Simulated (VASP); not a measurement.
# ZnO (P6_3mc) in VASP: phonons with r2SCAN

Aim: the phonons of ZnO with r2SCAN.

Everything below comes from runs of VASP 6.6.1. Logs are shortened: lines on timing, memory, paths and dates and some standing lists are left out, and cuts for length are marked.

### Step 1. The cell of the first run

The structure is hexagonal, space group P6_3mc (No. 186). The conventional cell has a = 3.235 Å, b = 3.235 Å, c = 5.211 Å, α = 90.00°, β = 90.00°, γ = 120.00°. Zn (site symmetry 3m) has 4 O at 1.97 to 1.98 Å within 2.6 Å. Within 2.6 Å of O (site symmetry 3m) lie 4 Zn at 1.97 to 1.98 Å.

### Step 2. Phonons, r2SCAN

File INCAR:

```
SYSTEM = ZnO
ALGO     = Normal         ! electronic algorithm
EDIFF    = 1E-8           ! SCF threshold, eV
ENCUT    = 520            ! plane-wave cutoff, eV
IBRION   = 6              ! ionic algorithm
ISIF     = 2              ! what is computed and relaxed
ISMEAR   = 0              ! smearing method
LASPH    = .True.         ! aspherical terms in the spheres
LCHARG   = .False.        ! write CHGCAR
LMIXTAU  = .True.       
LREAL    = .False.        ! projectors in reciprocal space
LWAVE    = .False.        ! write WAVECAR
METAGGA  = R2SCAN         ! meta-GGA
NBANDS   = 26             ! bands
NELM     = 80             ! most SCF steps
NFREE    = 2            
NSW      = 1              ! ionic steps
POTIM    = 0.015          ! step
PREC     = Accurate       ! precision mode
SIGMA    = 0.01           ! smearing width, eV
```

File KPOINTS:

```
k-points
0
Gamma
  8 8 4
  0 0 0
```

File POSCAR:

```
ZnO
1.0
    3.2351975649      0.0000000000      0.0000000000
   -1.6175987824      2.8017632775      0.0000000000
    0.0000000000      0.0000000000      5.2114228335
Zn O
2 2
Direct
    0.3333333333      0.6666666667      0.4996923814
    0.6666666667      0.3333333333     -0.0003076186
    0.6666666667      0.3333333333      0.3793176186
    0.3333333333      0.6666666667      0.8793176186
```

Potentials or basis: VASP PAW PBE potentials, release 64 (Zn, O).

The run is started by

```sh
$ cat potpaw_PBE.64/Zn/POTCAR potpaw_PBE.64/O/POTCAR > POTCAR
$ mpirun -np 1 vasp_std > vasp.out
```

OUTCAR:

```text
SYSTEM = ZnO
   EDIFF = 1E-8
   ENCUT = 520
   IBRION = 6
   ISIF = 2
   ISMEAR = 0
   LASPH = .True.
   LREAL = .False.
   METAGGA = R2SCAN
   NELM = 80
   NFREE = 2
   NSW = 1
   POTIM = 0.015
   PREC = Accurate

 ion  position               nearest neighbor table
   1  0.333  0.667  0.500-   3 1.97   3 1.97   3 1.97   4 1.98
   2  0.667  0.333  1.000-   4 1.97   4 1.97   4 1.97   3 1.98
   3  0.667  0.333  0.379-   1 1.97   1 1.97   1 1.97   2 1.98
   4  0.333  0.667  0.879-   2 1.97   2 1.97   2 1.97   1 1.98

  LATTYP: Found a hexagonal cell.
 ALAT       =     3.2351975649
 C/A-ratio  =     1.6108514948

  Lattice vectors:

 A1 = (   3.2351975649,   0.0000000000,   0.0000000000)
 A2 = (  -1.6175987824,   2.8017632775,   0.0000000000)
 A3 = (   0.0000000000,   0.0000000000,   5.2114228335)

Analysis of symmetry for initial positions (statically):
=====================================================================
 Subroutine PRICEL returns:
 Original cell was already a primitive cell.

 Routine SETGRP: Setting up the symmetry group for a
 hexagonal supercell.

 Subroutine GETGRP returns: Found 12 space group operations
 (whereof  6 operations were pure point group operations)
 out of a pool of 24 trial point group operations.

The static configuration has the point symmetry C_3v.
 The point group associated with its full space group is C_6v.

Analysis of symmetry for dynamics (positions and initial velocities):
=====================================================================
 Subroutine PRICEL returns:
 Original cell was already a primitive cell.

 Routine SETGRP: Setting up the symmetry group for a
 hexagonal supercell.

 Subroutine GETGRP returns: Found 12 space group operations
 (whereof  6 operations were pure point group operations)
 out of a pool of 24 trial point group operations.

The dynamic configuration has the point symmetry C_3v.
 The point group associated with its full space group is C_6v.

 Subroutine INISYM returns: Found 12 space group operations
 (whereof  6 operations are pure point group operations),
 and found     1 'primitive' translations

----------------------------------------------------------------------------------------

                                     Primitive cell

  volume of cell :      47.2377

  direct lattice vectors                    reciprocal lattice vectors
     3.235197565  0.000000000  0.000000000     0.309100134  0.178459045  0.000000000
    -1.617598782  2.801763278  0.000000000     0.000000000  0.356918091  0.000000000
     0.000000000  0.000000000  5.211422834     0.000000000  0.000000000  0.191886176

  length of vectors
     3.235197565  3.235197565  5.211422834     0.356918091  0.356918091  0.191886176

  position of ions in fractional coordinates (direct lattice)
     0.333333333  0.666666667  0.499692381
     0.666666667  0.333333333  0.999692381
     0.666666667  0.333333333  0.379317619
     0.333333333  0.666666667  0.879317619

  ion indices of the primitive-cell ions
   primitive index   ion index
                 1           1
                 2           2
                 3           3
                 4           4

----------------------------------------------------------------------------------------

 KPOINTS: k-points

Automatic generation of k-mesh.
 Grid dimensions read from file:
 generate k-points for:    8    8    4

[... 62 lines left out ...]
   NELM   =     80;   NELMIN=  2; NELMDL= -5     # of ELM steps
   EDIFF  = 0.1E-07   stopping-criterion for ELM
   LREAL  =      F    real-space projection
   EDIFFG = 0.1E-06   stopping-criterion for IOM
   NSW    =     85    number of steps for IOM
   IBRION =      6    ionic relax: 0-MD 1-quasi-New 2-CG
   NFREE  =      2    steps in history (QN), initial steepest desc. (CG)
   ISIF   =      2    stress and relaxation
   ISYM   =      2    0-nonsym 1-usesym 2-fastsym
   POTIM  = 0.0150    time-step for ionic-motion
   TEBEG  =    0.0;   TEEND  =   0.0 temperature during run
   PSTRESS=    0.0 pullay stress
   NELECT =      36.0000    total number of electrons
   NUPDOWN=      -1.0000    fix difference up-down
   EMIN   =  10.00;   EMAX   =-10.00  energy-range for DOS
   EFERMI =   0.00;   METHOD = LEGACY
   ISMEAR =     0;   SIGMA  =   0.01  broadening in eV -4-tet -1-fermi 0-gaus
   EFERMI_NEDOS =   21; number of points for ismear=-14 and -15
   IALGO  =     38    algorithm
   IMIX   =      4    mixing-type and parameters
     AMIX     =   0.40;   BMIX     =  1.00
     AMIX_MAG =   1.60;   BMIX_MAG =  1.00
  volume/ion in A,a.u.               =      11.81        79.69
  Fermi-wavevector in a.u.,A,eV,Ry     =   1.495361  2.825823 30.424062  2.236106
  Thomas-Fermi vector in A             =   2.607516
   LORBIT       =      0    0 simple, 1 ext, 2 COOP (PROOUT), +10 PAW based schemes
   METAGGA = R2SCAN    functional components
   LHFCALC =     F    Hartree Fock is set to
   AEXX    =    0.0000 exact exchange contribution
   IVDW    =     0    specifies the selected vdW correction
   LEPSILON=     F    determine dielectric tensor
   LRPA    =     F    only Hartree local field effects (RPA)
 finite differences with symmetry
 non-spin polarized calculation
 Gauss-broadening in eV      SIGMA  =   0.01
  energy-cutoff  :      520.00
  volume of cell :       47.24
 maximum number of plane-waves:      1290
   NGX = 13   NGY = 13   NGZ = 19

--------------------------------------- Ionic step        1  -------------------------------------------

 number of electron      36.0000015 magnetization

 Free energy of the ion-electron system (eV)
  ---------------------------------------------------
  ext. energy  EPLUGINS =         0.00000000
  ---------------------------------------------------
  free energy    TOTEN  =       -36.31705712 eV

  energy without entropy =      -36.31705712  energy(sigma->0) =      -36.31705712

------------------------ aborting loop because EDIFF is reached ----------------------------------------

  FORCE on cell =-STRESS in cart. coord.  units (eV):
  Direction    XX          YY          ZZ          XY          YZ          ZX
  --------------------------------------------------------------------------------------
  -------------------------------------------------------------------------------------
  Total        0.2909796      0.2909796      0.3250634      0.0000000      0.0000000     -0.0000000
  in kB        9.8692583      9.8692583     11.0252909      0.0000000      0.0000000     -0.0000000
  external PRESSURE =      10.2546025 kB  Pullay stress =       0.0000000 kB
[... 291 lines left out ...]
--------------------------------------- Ionic step        9  -------------------------------------------

 number of electron      36.0000016 magnetization

 Free energy of the ion-electron system (eV)
  ---------------------------------------------------
  ext. energy  EPLUGINS =         0.00000000
  ---------------------------------------------------
  free energy    TOTEN  =       -36.31576202 eV

  energy without entropy =      -36.31576202  energy(sigma->0) =      -36.31576202

 E-fermi :   0.9961     XC(G=0): -11.7064

 val. band max:        0.9166484890   @ k =   0.0000   0.0000   0.0000
 cond. band min:       2.1519553783   @ k =   0.0000   0.0000   0.0000
 fundamental gap:      1.2353068893
 Fermi energy:         0.9960982354

 k-point     1 :       0.0000    0.0000    0.0000
  band No.  band energies     occupation
      1     -18.2267      2.00000
      2     -17.5292      2.00000
      3      -4.9325      2.00000
      4      -4.9324      2.00000
      5      -4.9054      2.00000
      6      -4.8388      2.00000
[... 685 lines left out ...]
     25      15.4183      0.00000
     26      15.5396      0.00000

 [... further k-points ...]

------------------------ aborting loop because EDIFF is reached ----------------------------------------

  FORCE on cell =-STRESS in cart. coord.  units (eV):
  Direction    XX          YY          ZZ          XY          YZ          ZX
  --------------------------------------------------------------------------------------
  -------------------------------------------------------------------------------------
  Total        0.2209312      0.2209312      0.4738850      0.0000000      0.0000000      0.0000000
  in kB        7.4934015      7.4934015     16.0729259      0.0000000      0.0000000      0.0000000
  external PRESSURE =      10.3532430 kB  Pullay stress =       0.0000000 kB
[... 19 lines left out ...]
  FREE ENERGIE OF THE ION-ELECTRON SYSTEM (eV)
  ---------------------------------------------------
  free  energy   TOTEN  =       -36.3157620228 eV

  energy  without entropy=      -36.3157620228  energy(sigma->0) =      -36.31576202

 INTERNAL STRAIN TENSORS FROM DISPLACED ATOMS
 ============================================

 INTERNAL STRAIN TENSOR FOR ION    1 for displacements in x,y,z  (eV/Angst):
          X           Y           Z          XY          YZ          ZX
  --------------------------------------------------------------------------------
  x    -0.00000     0.00000     0.00000    -8.66661    -0.00000    -5.20497
  y    -8.66661     8.66661    -0.00000     0.00000    -5.20651    -0.00000
  z    -5.17601    -5.17601     9.12006    -0.00000    -0.00000    -0.00000

 INTERNAL STRAIN TENSOR FOR ION    4 for displacements in x,y,z  (eV/Angst):
          X           Y           Z          XY          YZ          ZX
  --------------------------------------------------------------------------------
  x    -0.00000     0.00000     0.00000    -8.67161     0.00000     4.83101
  y    -8.67161     8.67161    -0.00000     0.00000     4.83254     0.00000
  z     4.75454     4.75454    -9.40702     0.00000     0.00000    -0.00000

 Eigenvectors and eigenvalues of the dynamical matrix
 ----------------------------------------------------

   1 f  =   16.532237 THz   103.875110 2PiTHz  551.456077 cm-1    68.371809 meV
             X         Y         Z           dx          dy          dz
     -0.000000  1.867842  2.604108     0.000000    0.000000   -0.081080
      1.617599  0.933921  5.209820    -0.000000   -0.000000    0.081080
      1.617599  0.933921  1.976784    -0.000000   -0.000000   -0.702443
     -0.000000  1.867842  4.582496     0.000000    0.000000    0.702443
[... 71 lines left out ...]
  12 f/i=    0.180296 THz     1.132830 2PiTHz    6.014012 cm-1     0.745642 meV
             X         Y         Z           dx          dy          dz
     -0.000000  1.867842  2.604108     0.000000   -0.000000   -0.628825
      1.617599  0.933921  5.209820     0.000000   -0.000000   -0.628825
      1.617599  0.933921  1.976784     0.000000   -0.000000   -0.323388
     -0.000000  1.867842  4.582496     0.000000   -0.000000   -0.323388

 ELASTIC MODULI CONTR FROM IONIC RELAXATION (kBar)
 Direction    XX          YY          ZZ          XY          YZ          ZX
 --------------------------------------------------------------------------------
 XX        -875.1739    407.3929    435.8763     -0.0000     -0.0000      0.0000
 YY         407.3929   -875.1739    435.8763     -0.0000      0.0000     -0.0000
 ZZ         435.8763    435.8763   -812.2952      0.0000     -0.0000     -0.0000
 XY          -0.0000     -0.0000      0.0000   -641.2834     -0.0000     -0.0000
 YZ          -0.0000      0.0000     -0.0000     -0.0000   -223.6260     -0.0000
 ZX          -0.0000      0.0000     -0.0000     -0.0000     -0.0000   -223.4891
 --------------------------------------------------------------------------------
```

Wall time 34 min (1 thread of Intel Xeon 8259CL, shared host); peak memory 0.36 GiB.

What came out:

* Highest phonon frequency at Γ, LO-TO splitting left out: 551 cm⁻¹

Phonon frequencies in cm⁻¹ (negative: imaginary):
| q point | frequencies |
| --- | --- |
| (0.000, 0.000, 0.000) | -6 -2 -2 87 87 272 385 404 404 439 439 551 |

Caveat: the cell stands under pressure or tension, which shifts response properties; the PAW data sets were made with another functional, which shifts forces and pressure a little.
